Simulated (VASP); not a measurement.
# BaCa3F8 (Cmmm) in VASP: notebook

Aim: see how the results for BaCa3F8 move with the level of theory and the settings. Levels: PBE, r2SCAN. Tasks: single point.

Program: VASP 6.6.1. These are calculated values, not measurements. Logs are shortened: lines on timing, memory, paths and dates and some standing lists are left out, and cuts for length are marked.

## 1. The cell of the first run

The structure is orthorhombic, space group Cmmm (No. 65). The conventional cell has a = 8.049 Å, b = 11.495 Å, c = 4.017 Å, α = 90.00°, β = 90.00°, γ = 90.00°. Within 3.2 Å of Ca (site symmetry mmm) lie 8 F at 2.41 to 2.44 Å. Ca (site symmetry 2/m) has 8 F at 2.35 to 2.51 Å within 3.1 Å. Within 3.1 Å of F (site symmetry m2m) lie 2 Ca at 2.35 Å and 2 Ba at 2.60 Å and 5 F at 2.72 to 2.94 Å. F (site symmetry m2m) has 4 Ca at 2.44 to 2.51 Å and 6 F at 2.72 to 2.76 Å within 3.2 Å. Within 3.2 Å of F (site symmetry m) lie 3 Ca at 2.41 to 2.43 Å and 1 Ba at 2.62 Å and 6 F at 2.74 to 3.02 Å. Within 3.4 Å of Ba (site symmetry mmm) lie 8 F at 2.60 to 2.62 Å.

## 2. Single point, PBE

File INCAR:

```
ALGO = Normal ; EDIFF = 1E-6
ENCUT = 520 ; GGA = PE
ISIF = 2 ; ISMEAR = -1
LASPH = True ; LCHARG = False
LREAL = False ; LWAVE = False
NBANDS = 60 ; NELM = 80
PREC = Accurate ; SIGMA = 0.02
```

File KPOINTS:

```
k-points
0
Gamma
  4 4 6
```

File POSCAR:

```
BaCa3F8
1.0
    4.0243168611     -5.7473304175      0.0000000000
    4.0243168611      5.7473304175      0.0000000000
    0.0000000000      0.0000000000      4.0170823979
Ca F Ba
3 8 1
Direct
    0.0000000000      0.0000000000      0.0000000000
    0.5000000000      0.0000000000      0.5000000000
    0.0000000000      0.5000000000      0.5000000000
    0.3563448836      0.6436551164      0.5000000000
    0.1199680400      0.8800319600      0.5000000000
    0.8969929707      0.6345981474      0.0000000000
    0.6345981474      0.8969929707      0.0000000000
    0.3654018526      0.1030070293      0.0000000000
    0.1030070293      0.3654018526      0.0000000000
    0.8800319600      0.1199680400      0.5000000000
    0.6436551164      0.3563448836      0.5000000000
    0.5000000000      0.5000000000      0.0000000000
```

Potentials or basis: VASP PAW PBE potentials, release 64 (Ca_sv, F, Ba_sv).

The run is started by

```sh
$ cat potpaw_PBE.64/Ca_sv/POTCAR potpaw_PBE.64/F/POTCAR potpaw_PBE.64/Ba_sv/POTCAR > POTCAR
$ mpirun -np 1 vasp_std > vasp.out
```

OUTCAR:

```text
EDIFF = 1E-6
   ENCUT = 520
   GGA = PE
   ISIF = 2
   ISMEAR = -1
   LASPH = True
   LREAL = False
   NELM = 80
   PREC = Accurate

 ion  position               nearest neighbor table
   1  0.000  0.000  0.000-   6 2.41   7 2.41   8 2.41   9 2.41   5 2.44  10 2.44   5 2.44  10 2.44

   2  0.500  0.000  0.500-   4 2.35  11 2.35   8 2.43   7 2.43   7 2.43   8 2.43  10 2.51   5 2.51

   3  0.000  0.500  0.500-   4 2.35  11 2.35   9 2.43   6 2.43   6 2.43   9 2.43  10 2.51   5 2.51

   4  0.356  0.644  0.500-   2 2.35   3 2.35  12 2.60  12 2.60
   5  0.120  0.880  0.500-   1 2.44   1 2.44   3 2.51   2 2.51
   6  0.897  0.635  0.000-   1 2.41   3 2.43   3 2.43  12 2.62
   7  0.635  0.897  0.000-   1 2.41   2 2.43   2 2.43  12 2.62
   8  0.365  0.103  0.000-   1 2.41   2 2.43   2 2.43  12 2.62
   9  0.103  0.365  0.000-   1 2.41   3 2.43   3 2.43  12 2.62
  10  0.880  0.120  0.500-   1 2.44   1 2.44   3 2.51   2 2.51
  11  0.644  0.356  0.500-   2 2.35   3 2.35  12 2.60  12 2.60
  12  0.500  0.500  0.000-   4 2.60  11 2.60   4 2.60  11 2.60   9 2.62   6 2.62   7 2.62   8 2.62

  LATTYP: Found a base centered orthorhombic cell.
 ALAT       =     8.0486337222
 B/A-ratio  =     1.4281505696
 C/A-ratio  =     0.4991011564

  Lattice vectors:

 A1 = (   4.0243168611,  -5.7473304175,   0.0000000000)
 A2 = (   4.0243168611,   5.7473304175,   0.0000000000)
 A3 = (   0.0000000000,   0.0000000000,   4.0170823979)

Analysis of symmetry for initial positions (statically):
=====================================================================
 Subroutine PRICEL returns:
 Original cell was already a primitive cell.

 Routine SETGRP: Setting up the symmetry group for a
 base centered orthorhombic supercell.

 Subroutine GETGRP returns: Found  8 space group operations
 (whereof  8 operations were pure point group operations)
 out of a pool of  8 trial point group operations.

The static configuration has the point symmetry D_2h.

Analysis of symmetry for dynamics (positions and initial velocities):
=====================================================================
 Subroutine PRICEL returns:
 Original cell was already a primitive cell.

 Routine SETGRP: Setting up the symmetry group for a
 base centered orthorhombic supercell.

 Subroutine GETGRP returns: Found  8 space group operations
 (whereof  8 operations were pure point group operations)
 out of a pool of  8 trial point group operations.

The dynamic configuration has the point symmetry D_2h.

 Subroutine INISYM returns: Found  8 space group operations
 (whereof  8 operations are pure point group operations),
 and found     1 'primitive' translations

----------------------------------------------------------------------------------------

                                     Primitive cell

  volume of cell :     185.8228

  direct lattice vectors                    reciprocal lattice vectors
     4.024316861 -5.747330417  0.000000000     0.124244690 -0.086996912  0.000000000
     4.024316861  5.747330417  0.000000000     0.124244690  0.086996912  0.000000000
     0.000000000  0.000000000  4.017082398     0.000000000  0.000000000  0.248936890

  length of vectors
     7.016190785  7.016190785  4.017082398     0.151674671  0.151674671  0.248936890

  position of ions in fractional coordinates (direct lattice)
     0.000000000  0.000000000  0.000000000
     0.500000000  0.000000000  0.500000000
     0.000000000  0.500000000  0.500000000
     0.356344884  0.643655116  0.500000000
     0.119968040  0.880031960  0.500000000
     0.896992971  0.634598147  0.000000000
     0.634598147  0.896992971  0.000000000
     0.365401853  0.103007029  0.000000000
     0.103007029  0.365401853  0.000000000
     0.880031960  0.119968040  0.500000000
     0.643655116  0.356344884  0.500000000
     0.500000000  0.500000000  0.000000000

  ion indices of the primitive-cell ions
   primitive index   ion index
                 1           1
                 2           2
                 3           3
                 4           4
                 5           5
                 6           6
                 7           7
                 8           8
                 9           9
                10          10
                11          11
                12          12

----------------------------------------------------------------------------------------

 KPOINTS: k-points

Automatic generation of k-mesh.
 Grid dimensions read from file:
 generate k-points for:    4    4    6

 Generating k-lattice:

  Cartesian coordinates                     Fractional coordinates (reciprocal lattice)
     0.031061172 -0.021749228  0.000000000     0.250000000  0.000000000  0.000000000
     0.031061172  0.021749228  0.000000000     0.000000000  0.250000000  0.000000000
     0.000000000  0.000000000  0.041489482     0.000000000  0.000000000  0.166666667

  Length of vectors
     0.037918668  0.037918668  0.041489482

  Shift w.r.t. Gamma in fractional coordinates (k-lattice)
     0.000000000  0.000000000  0.000000000

 Subroutine IBZKPT returns following result:
 ===========================================

 Found     28 irreducible k-points:

 Following reciprocal coordinates:
            Coordinates               Weight
  0.000000  0.000000  0.000000      1.000000
  0.250000  0.000000  0.000000      4.000000
  0.500000  0.000000  0.000000      2.000000
  0.250000  0.250000  0.000000      2.000000
  0.500000  0.250000  0.000000      4.000000
 -0.250000  0.250000  0.000000      2.000000
[... 16 lines left out ...]
  0.250000  0.000000  0.500000      4.000000
  0.500000  0.000000  0.500000      2.000000
 [... further k-points ...]
   k-points           NKPTS =     28   k-points in BZ     NKDIM =     28   number of bands    NBANDS=     60
   number of dos      NEDOS =    301   number of ions     NIONS =     12
   total plane-waves  NPLWV =  87480
   dimension x,y,z NGX =    54 NGY =   54 NGZ =   30
   dimension x,y,z NGXF=   108 NGYF=  108 NGZF=   60
   ions per type =               3   8   1
   NGX,Y,Z   is equivalent  to a cutoff of  12.80, 12.80, 12.42 a.u.
   NGXF,Y,Z  is equivalent  to a cutoff of  25.59, 25.59, 24.83 a.u.
 SYSTEM =  unknown system
   PREC   = accura    normal or accurate (medium, high low for compatibility)
   ISTART =      0    job   : 0-new  1-cont  2-samecut
   ICHARG =      2    charge: 1-file 2-atom 10-const
   ISPIN  =      1    spin polarized calculation?
   LNONCOLLINEAR =      F non collinear calculations
   LSORBIT =      F    spin-orbit coupling
   LASPH  =      T    aspherical Exc in radial PAW
   ENCUT  =  520.0 eV  38.22 Ry    6.18 a.u.  13.05 13.05  7.47*2*pi/ulx,y,z
   NELM   =     80;   NELMIN=  2; NELMDL= -5     # of ELM steps
   EDIFF  = 0.1E-05   stopping-criterion for ELM
   LREAL  =      F    real-space projection
   EDIFFG = 0.1E-04   stopping-criterion for IOM
   NSW    =      0    number of steps for IOM
   IBRION =     -1    ionic relax: 0-MD 1-quasi-New 2-CG
   NFREE  =      0    steps in history (QN), initial steepest desc. (CG)
   ISIF   =      2    stress and relaxation
   ISYM   =      2    0-nonsym 1-usesym 2-fastsym
   POTIM  = 0.5000    time-step for ionic-motion
   TEBEG  =    0.0;   TEEND  =   0.0 temperature during run
   PSTRESS=    0.0 pullay stress
   NELECT =      96.0000    total number of electrons
   NUPDOWN=      -1.0000    fix difference up-down
   EMIN   =  10.00;   EMAX   =-10.00  energy-range for DOS
   EFERMI =   0.00;   METHOD = LEGACY
   ISMEAR =    -1;   SIGMA  =   0.02  broadening in eV -4-tet -1-fermi 0-gaus
   EFERMI_NEDOS =   21; number of points for ismear=-14 and -15
   IALGO  =     38    algorithm
   IMIX   =      4    mixing-type and parameters
     AMIX     =   0.40;   BMIX     =  1.00
     AMIX_MAG =   1.60;   BMIX_MAG =  1.00
  volume/ion in A,a.u.               =      15.49       104.50
  Fermi-wavevector in a.u.,A,eV,Ry     =   1.313607  2.482358 23.477725  1.725564
  Thomas-Fermi vector in A             =   2.443918
   LORBIT       =      0    0 simple, 1 ext, 2 COOP (PROOUT), +10 PAW based schemes
   GGA     = PE    functional components
   LHFCALC =     F    Hartree Fock is set to
   AEXX    =    0.0000 exact exchange contribution
   IVDW    =     0    specifies the selected vdW correction
   LEPSILON=     F    determine dielectric tensor
   LRPA    =     F    only Hartree local field effects (RPA)
 non-spin polarized calculation
  energy-cutoff  :      520.00
  volume of cell :      185.82
 maximum number of plane-waves:      5040
 NGX is ok and might be reduce to    54
   NGX = 27   NGY = 27   NGZ = 15

 number of electron      95.9999950 magnetization

 Free energy of the ion-electron system (eV)
  ---------------------------------------------------
  ext. energy  EPLUGINS =         0.00000000
  ---------------------------------------------------
  free energy    TOTEN  =       -68.58203423 eV

  energy without entropy =      -68.58203423  energy(sigma->0) =      -68.58203423

 E-fermi :  -0.7044     XC(G=0):  -9.2394

 val. band max:       -1.1407783641   @ k =   0.0000   0.0000   0.0000
 cond. band min:       5.3274525537   @ k =   0.0000   0.0000   0.0000
 fundamental gap:      6.4682309178
 Fermi energy:        -0.7044437870

 k-point     1 :       0.0000    0.0000    0.0000
  band No.  band energies     occupation
      1     -37.8001      2.00000
      2     -37.7932      2.00000
      3     -37.5028      2.00000
      4     -24.4970      2.00000
      5     -21.6454      2.00000
      6     -21.1418      2.00000
[... 52 lines left out ...]
     59       8.2133      0.00000
     60       8.5838      0.00000

 k-point     2 :       0.2500    0.0000    0.0000
  band No.  band energies     occupation
      1     -37.7991      2.00000
      2     -37.7942      2.00000
      3     -37.5029      2.00000
      4     -24.4992      2.00000
      5     -21.5939      2.00000
      6     -21.2082      2.00000
[... 1375 lines left out ...]
     59       8.3557      0.00000
     60       8.4190      0.00000

 k-point    24 :       0.5000    0.0000    0.5000
  band No.  band energies     occupation
      1     -37.7903      2.00000
      2     -37.7903      2.00000
      3     -37.4969      2.00000
      4     -24.3247      2.00000
      5     -21.5214      2.00000
      6     -21.4468      2.00000
[... 52 lines left out ...]
     59       8.2690      0.00000
     60       8.4219      0.00000

 [... further k-points ...]
[... 5 lines left out ...]
  --------------------------------------------------------------------------------------
  -------------------------------------------------------------------------------------
  Total        0.7039180      0.7406758      0.6369767      0.0000000      0.0000000      0.0000000
  in kB        6.0692297      6.3861579      5.4920575      0.0000000      0.0000000      0.0000000
  external PRESSURE =       5.9824817 kB  Pullay stress =       0.0000000 kB

 VOLUME and BASIS-vectors are now :
 -----------------------------------------------------------------------------
  energy-cutoff  :      520.00
  volume of cell :      185.82
      direct lattice vectors                 reciprocal lattice vectors
     4.024316861 -5.747330417  0.000000000     0.124244690 -0.086996912  0.000000000
     4.024316861  5.747330417  0.000000000     0.124244690  0.086996912  0.000000000
     0.000000000  0.000000000  4.017082398     0.000000000  0.000000000  0.248936890

 POSITION                                       TOTAL-FORCE (eV/Angst)
 -----------------------------------------------------------------------------------
      0.00000      0.00000      0.00000         0.000000     -0.000000      0.000000
      2.01216     -2.87367      2.00854         0.000000     -0.000000      0.000000
      2.01216      2.87367      2.00854         0.000000     -0.000000      0.000000
      4.02432      1.65127      2.00854         0.000000      0.075832      0.000000
      4.02432      4.36834      2.00854         0.000000     -0.001077      0.000000
      6.16361     -1.50807      0.00000         0.056004     -0.037748      0.000000
      6.16361      1.50807      0.00000         0.056004      0.037748      0.000000
      1.88503     -1.50807      0.00000        -0.056004     -0.037748      0.000000
      1.88503      1.50807      0.00000        -0.056004      0.037748      0.000000
      4.02432     -4.36834      2.00854         0.000000      0.001077      0.000000
      4.02432     -1.65127      2.00854         0.000000     -0.075832      0.000000
      4.02432      0.00000      0.00000        -0.000000     -0.000000      0.000000
 -----------------------------------------------------------------------------------
    total drift:                               -0.000000     -0.000000      0.000000

  FREE ENERGIE OF THE ION-ELECTRON SYSTEM (eV)
  ---------------------------------------------------
  free  energy   TOTEN  =       -68.5820342321 eV

  energy  without entropy=      -68.5820342321  energy(sigma->0) =      -68.58203423
```

It took 3.5 min on 1 thread of Intel Xeon 6975P-C (Granite Rapids), shared host; peak memory 0.44 GiB.

What came out:

```
Free energy            : -68.5820 eV
Pressure               : 0.6 GPa
Largest force          : 0.076 eV/Å
Band gap on the k mesh : 6.47 eV
```

Forces on the atoms (eV/Å):
```
Ca   0.000  0.000  0.000
Ca   0.000  0.000  0.000
Ca   0.000  0.000  0.000
F    0.000  0.076  0.000
F    0.000 -0.001  0.000
F    0.056 -0.038  0.000
F    0.056  0.038  0.000
F   -0.056 -0.038  0.000
F   -0.056  0.038  0.000
F    0.000  0.001  0.000
F    0.000 -0.076  0.000
Ba   0.000  0.000  0.000
```

Caveat: spin-orbit coupling is left out, which moves the levels of the heavy elements.

## 3. Single point, r2SCAN

This run uses another cell than the first one, of 14.94 Å³/atom.

File POSCAR:

```
BaCa3F8
1.0
    3.9782356768     -5.6895111945      0.0000000000
    3.9782356768      5.6895111945      0.0000000000
    0.0000000000      0.0000000000      3.9608481118
Ca F Ba
3 8 1
Direct
    0.0000000000      0.0000000000      0.0000000000
    0.5000000000      0.0000000000      0.5000000000
    0.0000000000      0.5000000000      0.5000000000
    0.3549160776      0.6450839224      0.5000000000
    0.1197872777      0.8802127223      0.5000000000
    0.8983631502      0.6350303203      0.0000000000
    0.6350303203      0.8983631502      0.0000000000
    0.3649696797      0.1016368498      0.0000000000
    0.1016368498      0.3649696797      0.0000000000
    0.8802127223      0.1197872777      0.5000000000
    0.6450839224      0.3549160776      0.5000000000
    0.5000000000      0.5000000000      0.0000000000
```

File INCAR.step1:

```
SYSTEM = BaCa3F8
PREC = Accurate
ENCUT = 520
ISMEAR = -1
SIGMA = 0.02
LREAL = .FALSE.
LASPH = .TRUE.
NELM = 80
NBANDS = 60
GGA = PE
ALGO = Normal
EDIFF = 1E-4
LWAVE = .TRUE.
LCHARG = .FALSE.
```

File INCAR.step2:

```
SYSTEM = BaCa3F8
PREC = Accurate
ENCUT = 520
EDIFF = 1E-6
ISMEAR = -1
SIGMA = 0.02
LREAL = .FALSE.
LASPH = .TRUE.
NELM = 80
ALGO = Normal
ISIF = 2
LWAVE = .FALSE.
LCHARG = .FALSE.
METAGGA = R2SCAN
LMIXTAU = .TRUE.
NBANDS = 60
ISTART = 1
```

File KPOINTS:

```
regular mesh
0
G
  4 4 6
  0 0 0
```

Potentials or basis: VASP PAW PBE potentials, release 64 (Ca_sv, F, Ba_sv).

The run is started by

```sh
$ cat potpaw_PBE.64/Ca_sv/POTCAR potpaw_PBE.64/F/POTCAR potpaw_PBE.64/Ba_sv/POTCAR > POTCAR
$ cp INCAR.step1 INCAR
$ mpirun -np 1 vasp_std > vasp.out
$ cp INCAR.step2 INCAR
$ mpirun -np 1 vasp_std > vasp.out
```

It took 39 min on 1 thread of Intel Xeon 8259CL, shared host; peak memory 0.48 GiB.

Results (log left out):

```yaml
Free_energy: -122.2770 eV
Pressure: 0.8 GPa
Largest_force: 0.059 eV/Å
Band_gap_on_the_k_mesh: 7.14 eV
```

Forces in eV/Å, atoms in the order of the input:
```
Ca   0.000  0.000  0.000
Ca   0.000  0.000  0.000
Ca   0.000  0.000  0.000
F    0.000  0.057  0.000
F    0.000 -0.003  0.000
F    0.050 -0.032  0.000
F    0.050  0.032  0.000
F   -0.050 -0.032  0.000
F   -0.050  0.032  0.000
F    0.000  0.003  0.000
F    0.000 -0.057  0.000
Ba   0.000  0.000  0.000
```

Levels at points of the mesh, in eV from the valence-band top:
```csv
k point,band 44,band 45,band 46,band 47,band 48,band 49,band 50,band 51,band 52,band 53
"(0.00, 0.00, 0.00)",-0.43,-0.41,-0.30,-0.22,0.00,7.14,8.16,9.35,9.52,9.59
"(0.50, 0.00, 0.00)",-0.49,-0.43,-0.27,-0.27,-0.11,7.78,8.46,8.88,9.27,9.43
"(0.50, 0.50, 0.00)",-0.36,-0.27,-0.26,-0.22,-0.05,7.77,8.67,9.15,9.32,9.67
"(0.00, 0.00, 0.50)",-0.31,-0.30,-0.18,-0.14,-0.08,7.69,8.71,8.90,9.35,9.69
"(0.50, 0.00, 0.50)",-0.35,-0.23,-0.22,-0.17,-0.10,7.63,8.71,8.97,9.08,9.98
"(0.50, 0.50, 0.50)",-0.42,-0.39,-0.25,-0.06,-0.03,7.39,8.65,9.49,9.56,9.79
```

Caveat: the PAW data sets were made with another functional, which shifts forces and pressure a little; spin-orbit coupling is left out, which moves the levels of the heavy elements. A k mesh can miss the band edges.
